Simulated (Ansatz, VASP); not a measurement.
**Two plane-wave programs on KTaO3**

```
K Ta O
1.0
     4.02464    0.00000    0.00000
     0.00000    4.02464    0.00000
     0.00000    0.00000    8.04871
K Ta O
2 2 6
Direct
  0.50000 0.50000 0.25000
  0.50000 0.50000 0.75000
  0.00000 0.00000 0.00000
  0.00000 0.00000 0.50000
  0.50000 0.00000 0.00000
  0.50000 0.00000 0.50000
  0.00000 0.50000 0.00000
  0.00000 0.50000 0.50000
  0.00000 0.00000 0.25000
  0.00000 0.00000 0.75000
```

Alike in both runs: functional PBE; k mesh 4 × 4 × 2; occupations gaussian, width 0.1 eV; no spin polarisation.

Ansatz relaxed the structure, and its values are those at the end. VASP's run is a single point on that final structure, the one shown.

```csv
,VASP,Ansatz
version,VASP 6.6.1,Ansatz 0.2.0
potentials or method,"VASP PAW PBE potentials, release 64 (K_sv, Ta_pv, O), cutoff 520 eV","scalar-relativistic, plane waves, PAW"
valence electrons in the cell,76,80
```

VASP gave:

```
gap on the k mesh at the Fermi level (eV) : 2.10
least direct gap on the mesh (eV)         : 2.28
pressure (GPa)                            : 0.6
```

What did Ansatz give for the same quantities?

gap on the k mesh at the Fermi level (eV): 2.14; least direct gap on the mesh (eV): 2.33; pressure (GPa): 0.0.

With one functional, cell and mesh, what is left measures potentials, basis and numerics. VASP's potentials hold 76 valence electrons a cell and Ansatz's 80, so a difference there can come from the potentials and not from the codes.

Neither program's run includes spin-orbit coupling.
